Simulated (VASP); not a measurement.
**Si4Ni11: single point with PBEsol**

Crystal: Si4Ni11.

```
Si Ni
1.0
    -3.44840    3.41222    3.44962
     3.44774   -3.41139    3.44814
     3.44795    3.41094   -3.44879
Si Ni
4 11
Direct
  0.99826 0.49800 0.49943
  0.49985 0.99989 0.49936
  0.49998 0.50130 0.00108
  0.99830 0.99971 0.00096
  0.49256 0.24707 0.24065
  0.00678 0.75257 0.26079
  0.00583 0.24696 0.75395
  0.49141 0.75284 0.74545
  0.74870 0.49998 0.75069
  0.24933 0.49926 0.24974
  0.74885 0.99908 0.24974
  0.75944 0.75287 0.50784
  0.25309 0.24685 0.50713
  0.24459 0.75265 0.99289
  0.73943 0.24693 0.99337
```

| Quantity | Value |
| --- | --- |
| Program | VASP 6.6.1 |
| Task | single point |
| Functional | PBEsol |
| Potentials or basis | VASP PAW PBE potentials, release 64 (Si, Ni) |
| Cutoff | 520 eV |
| k mesh | 3 × 3 × 3 |
| Occupations | gaussian, width 0.1 eV |
| Spin | no spin polarisation |
| Dipole correction | no |
| Further INCAR settings | LREAL = Auto; ALGO = Fast; EDIFF = 1e-06; NBANDS = 76; ISYM = 0 |

The pressure is 0.1 GPa, the largest force is 0.022 eV/Å and the band gap on the k mesh is zero (bands 63 and 64 overlap by 0.24 eV).

Forces in eV/Å, atoms in the order of the input:
```
Si  -0.010 -0.004 -0.015
Si  -0.014  0.005  0.012
Si   0.009 -0.006  0.006
Si   0.015  0.003 -0.007
Ni  -0.019 -0.007 -0.007
Ni   0.019  0.001  0.000
Ni  -0.008  0.013 -0.001
Ni   0.012  0.002 -0.006
Ni  -0.007  0.004  0.006
Ni   0.007 -0.009  0.007
Ni   0.002  0.002  0.000
Ni  -0.008  0.000  0.014
Ni   0.001  0.009 -0.012
Ni   0.003 -0.004  0.013
Ni   0.000 -0.009 -0.011
```

Stress tensor (GPa, compression positive):
```
 0.14  0.02  0.03
 0.02  0.03 -0.03
 0.03 -0.03  0.11
```

Levels at points of the mesh, in eV from the Fermi level:
```tsv
k point	band 59	band 60	band 61	band 62	band 63	band 64	band 65	band 66	band 67	band 68
(0.00, 0.00, 0.00)	-0.43	-0.42	-0.38	-0.18	-0.18	-0.16	0.13	0.58	0.62	0.62
```

Wall time 5.8 min on 1 thread of Intel(R) Xeon(R) 6975P-C (Granite Rapids), on a shared host, peak memory 0.37 GiB.

Caveat: the k points lie up to 0.43 Å⁻¹ apart; the PAW data sets were made with another functional, which shifts forces and pressure a little. Spin polarisation is off, so any magnetic state and its effect on volume and gap are missing.
